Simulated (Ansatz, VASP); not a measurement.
# One calculation of CdS4, two programs

The input INCAR:

```
SYSTEM = CdS4
PREC = Accurate ; ENCUT = 600
EDIFF = 1E-7 ; ISMEAR = 0
SIGMA = 0.1 ; LREAL = .False.
LASPH = .True. ; NELM = 100
ALGO = Normal ; ISIF = 3
LWAVE = .False. ; LCHARG = .False.
GGA = PE ; IBRION = 2
NSW = 90 ; EDIFFG = -0.04
```

The input KPOINTS:

```
regular mesh
0
Gamma
  6 6 2
  0 0 0
```

The input POSCAR:

```
CdS4
1.0
    3.9484611900      0.0000000000      0.0000000000
   -1.9742305900      3.4194676900      0.0000000000
    0.0000000000      0.0000000000      9.9108094300
Cd S
1 4
Direct
    0.0000000000      0.0000000000      0.0000000000
    0.5000000000      0.0000000000      0.0000000000
    0.0000000000      0.5000000000      0.0000000000
    0.5000000000      0.5000000000      0.0000000000
    0.0000000000      0.0000000000      0.5000000000
```

Input for Ansatz:

```yaml
crystal:
  lattice:
    - [3.94846119, 0.0, 0.0]
    - [-1.97423059, 3.41946769, 0.0]
    - [0.0, 0.0, 9.91080943]
  atoms:
    - { symbol: Cd, position: [0.0, 0.0, 0.0] }
    - { symbol: S, position: [0.5, 0.0, 0.0] }
    - { symbol: S, position: [0.0, 0.5, 0.0] }
    - { symbol: S, position: [0.5, 0.5, 0.0] }
    - { symbol: S, position: [0.0, 0.0, 0.5] }
basis:
  ecutwfc: 420
kpoints:
  mp_grid: { grid: [6, 6, 2] }
hamiltonian:
  xc: pbe
scf:
  occupations: { method: gaussian, width: 0.1 }
  lower_state_search: "off"
output:
  forces: true
  stress: true
  eigenvalues: true
relax:
  adjacent_minimum: "off"
  f_tol: 0.04
  max_steps: 70
  cell: { stress_tol: 0.4 }
```

Alike in both runs: task relaxation of cell and atoms; functional PBE; k mesh 6 × 6 × 2; occupations gaussian, width 0.1 eV; no spin polarisation.

|  | VASP | Ansatz |
| --- | --- | --- |
| version | VASP 6.6.1 | Ansatz 0.2.0 |
| potentials or method | VASP PAW PBE potentials, release 64 (Cd, S), cutoff 600 eV | scalar-relativistic, plane waves, PAW |
| valence electrons in the cell | 36 | 44 |

```tsv
	VASP	Ansatz	Ansatz less VASP
gap on the k mesh at the Fermi level, each at its own relaxed structure (eV)	none	none	-
relaxed volume (Å³/atom)	25.45	25.36	-0.095
relaxed length of the cell vector where the two differ most in proportion (Å)	5.001	4.979	-0.0218
```

A gap of «none» marks a metal or a gap that the smearing closes. VASP's potentials hold 36 valence electrons a cell and Ansatz's 44, so a difference there can come from the potentials and not from the codes.
